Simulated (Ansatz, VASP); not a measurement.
# CuI in VASP and in Ansatz

```
Cu I
1.0
     4.09020    0.00000    0.00000
     0.00000    4.09020    0.00000
     0.00000    0.00000    6.55146
Cu I
2 2
Direct
  0.50000 0.50000 0.00000
  0.00000 0.00000 0.00000
  0.50000 0.00000 0.25697
  0.00000 0.50000 0.74303
```

Alike in both runs: task single point; functional PBE; k mesh 10 × 10 × 6; occupations gaussian, width 0.05 eV; no spin polarisation.

|  | VASP | Ansatz |
| --- | --- | --- |
| version | VASP 6.6.1 | Ansatz 0.2.0 |
| potentials or method | VASP PAW PBE potentials, release 64 (Cu, I), cutoff 520 eV | scalar-relativistic, plane waves, PAW |
| valence electrons in the cell | 36 | 72 |

```tsv
	VASP	Ansatz	Ansatz less VASP
gap on the k mesh at the Fermi level (eV)	1.62	1.61	-0.012
pressure (GPa)	1.4	1.3	-0.13
traceless stress, the component that is largest in VASP (GPa)	0.19	0.20	+0.015
rms of the force components (eV/Å)	0.063	0.060	-0.0034
```

Atom by atom the forces differ by 0.003 eV/Å (rms over components). With one functional, cell and mesh, what is left measures potentials, basis and numerics. VASP's potentials hold 36 valence electrons a cell and Ansatz's 72, so a difference there can come from the potentials and not from the codes.

Neither program's run includes spin-orbit coupling.
